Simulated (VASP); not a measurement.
A run of VASP 6.6.1 is set up as follows.

Contents of POSCAR:

```
MgO
1.0
    2.9380209034      0.0000000000      0.0000000000
   -1.4690104517      2.5444007392      0.0000000000
    0.0000000000      0.0000000000      2.6796800000
Mg O
1 1
Direct
    0.0000000000      0.0000000000      0.0000000000
    0.3333333333      0.6666666667      0.5000000000
```

File INCAR.step1:

```
SYSTEM = MgO
PREC = Accurate
ENCUT = 520
EDIFF = 1E-5
ISMEAR = -1
SIGMA = 0.05
LREAL = .FALSE.
LASPH = .TRUE.
NELM = 80
ALGO = Normal
ISIF = 2
LWAVE = .TRUE.
LCHARG = .FALSE.
GGA = PE
NBANDS = 11
```

INCAR.step2

```
SYSTEM = MgO
PREC = Accurate
ENCUT = 520
EDIFF = 1E-6
ISMEAR = -1
SIGMA = 0.05
LREAL = .FALSE.
LASPH = .TRUE.
NELM = 80
ALGO = Normal
ISIF = 2
LWAVE = .FALSE.
LCHARG = .FALSE.
GGA = PE
LHFCALC = .TRUE.
AEXX = 0.25
HFSCREEN = 0.15
PRECFOCK = Normal
ISTART = 1
NBANDS = 11
```

File KPOINTS:

```
regular mesh
0
G
  5 5 5
  0 0 0
```

Potentials or basis: VASP PAW PBE potentials, release 64 (Mg, O).

Launch:

```bash
$ cat potpaw_PBE.64/Mg/POTCAR potpaw_PBE.64/O/POTCAR > POTCAR
$ cp INCAR.step1 INCAR
$ mpirun -np 1 vasp_std > vasp.out
$ cp INCAR.step2 INCAR
$ mpirun -np 1 vasp_std > vasp.out
```

(1) What does it give for the pressure?

(2) What does it give for the band gap on the k mesh?

Results:

(1) -6.1 GPa.

(2) 4.75 eV (least direct gap 5.17 eV).

Caveat: the k points lie up to 0.49 Å⁻¹ apart; the PAW data sets were made with another functional, which shifts forces and pressure a little.
